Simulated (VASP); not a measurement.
Input of a VASP 6.6.1 run:

INCAR

```
SYSTEM = In
PREC = Accurate
ENCUT = 600
EDIFF = 1E-7
ISMEAR = -1
SIGMA = 0.05
LREAL = .False.
LASPH = .True.
NELM = 60
ALGO = Normal
ISIF = 3
LWAVE = .False.
LCHARG = .False.
GGA = PE
IBRION = 2
NSW = 32
EDIFFG = -0.005
PSTRESS = 660.0
```

KPOINTS

```
Automatic mesh
0
Gamma
  15 15 15
  0 0 0
```

POSCAR

```
In
1.0
    2.5899083619      0.0000000000      0.0000000000
    0.0000000000      2.5899083619      0.0000000000
    0.0000000000      0.0000000000      2.5899083619
In
1
Direct
    0.0000000000      0.0000000000      0.0000000000
```

Potentials or basis: VASP PAW PBE potentials, release 64 (In_d).

Launch:

```sh
$ cat potpaw_PBE.64/In_d/POTCAR > POTCAR
$ mpirun -np 1 vasp_std > vasp.out
```

Task: Estimate the relaxed volume.

Result: 17.39 Å³/atom.

Task: What does it give for the relaxed cell?

Result: a = 2.591 Å, b = 2.591 Å, c = 2.591 Å, α = 90.00°, β = 90.00°, γ = 90.00°.

Step by step:
```
step  energy change (eV)  largest force (eV/Å)  pressure (GPa)  volume (Å³)
   1              0.0000                0.0000           66.27        17.37
   2             -0.0297                0.0000           65.02        17.44
   3             -0.0061                0.0000           66.01        17.39
```

Caveat: the cell is relaxed towards a set pressure, so the enthalpy falls and the energy may rise.
